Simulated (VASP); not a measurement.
A run of VASP 6.6.1 is set up as follows.

File INCAR:

```
PREC = Accurate ; ENCUT = 520
EDIFF = 1E-6 ; ISMEAR = -1
SIGMA = 0.02 ; LREAL = False
LASPH = True ; NELM = 100
ALGO = Normal ; ISIF = 2
LWAVE = False ; LCHARG = False
GGA = PE ; NBANDS = 23
```

Contents of KPOINTS:

```
regular mesh
0
Gamma
  4 4 4
```

POSCAR

```
NaMgI3
1.0
    5.7593869811      0.0000000000      0.0000000000
    0.0000000000      5.7593869811      0.0000000000
    0.0000000000      0.0000000000      5.8027994458
Na Mg I
1 1 3
Direct
    0.0000000000      0.0000000000      0.0000000000
    0.5000000000      0.5000000000      0.5000000000
    0.5000000000      0.5000000000      0.0000000000
    0.5000000000      0.0000000000      0.5000000000
    0.0000000000      0.5000000000      0.5000000000
```

Potentials or basis: VASP PAW PBE potentials, release 64 (Na_pv, Mg, I).

Run with:

```bash
$ cat potpaw_PBE.64/Na_pv/POTCAR potpaw_PBE.64/Mg/POTCAR potpaw_PBE.64/I/POTCAR > POTCAR
$ mpirun -np 1 vasp_std > vasp.out
```

Question: What does it give for the pressure?

Answer: 0.4 GPa.

Question: Predict the band gap on the k mesh.

Answer: 1.18 eV (least direct gap 1.74 eV).

Stress tensor (GPa, compression positive):
```
0.46 0.00 0.00
0.00 0.46 0.00
0.00 0.00 0.29
```

Caveat: the cell differs from its parent crystal (epitaxial xy strain -0.5%); spin-orbit coupling is left out, which moves the levels of the heavy elements. A k mesh can miss the band edges.
